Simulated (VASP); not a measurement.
## CdS: single point with PBEsol

The system is CdS.

```
Cd S
1.0
     4.26117    0.00000    0.00000
    -2.13058    3.69028    0.00000
     0.00000    0.00000    5.80417
Cd S
1 1
Direct
  0.00000 0.00000 0.44269
  0.66667 0.33333 0.43431
```

* Program: VASP 6.6.1
* Task: single point
* Functional: PBEsol
* Potentials or basis: VASP PAW PBE potentials, release 64 (Cd_sv_GW, S)
* Cutoff: 540 eV
* k mesh: 6 × 6 × 4
* Occupations: gaussian, width 0.1 eV
* Spin: no spin polarisation
* Dipole correction: no
* Second run: valence_matched
* Further INCAR settings: ALGO = Normal; EDIFF = 1e-06; NBANDS = 20

* Pressure: -2.0 GPa
* Largest force: 0.017 eV/Å
* Band gap on the k mesh: 1.41 eV, indirect (the least direct gap lies 4.2 meV higher)

Forces in eV/Å, atoms in the order of the input:
```
Cd   0.000  0.000 -0.017
S    0.000  0.000  0.017
```

Stress tensor (GPa, compression positive):
```
-2.74  0.00  0.00
 0.00 -2.74  0.00
 0.00  0.00 -0.53
```

Levels at points of the mesh, in eV from the valence-band top:
| k point | band 9 | band 10 | band 11 | band 12 | band 13 | band 14 | band 15 | band 16 | band 17 | band 18 |
| --- | --- | --- | --- | --- | --- | --- | --- | --- | --- | --- |
| (0.00, 0.00, 0.00) | -7.12 | -6.90 | -1.06 | 0.00 | 0.00 | 1.41 | 5.67 | 6.86 | 6.86 | 6.98 |
| (0.50, 0.00, 0.00) | -7.13 | -6.74 | -3.63 | -1.32 | -0.15 | 3.64 | 5.12 | 6.81 | 7.50 | 10.11 |
| (0.00, 0.00, 0.50) | -7.12 | -6.89 | -1.26 | 0.00 | 0.00 | 1.67 | 5.13 | 6.90 | 6.90 | 9.28 |
| (0.50, 0.00, 0.50) | -7.13 | -6.74 | -3.60 | -1.32 | -0.26 | 3.79 | 4.27 | 7.84 | 7.93 | 10.05 |

Wall time 32 s on 1 thread of Intel(R) Xeon(R) Platinum 8375C CPU @ 2.90GHz (Ice Lake) (shared host), peak memory 0.24 GiB.

Caveat: the PAW data sets were made with another functional, which shifts forces and pressure a little. A k mesh can miss the band edges.
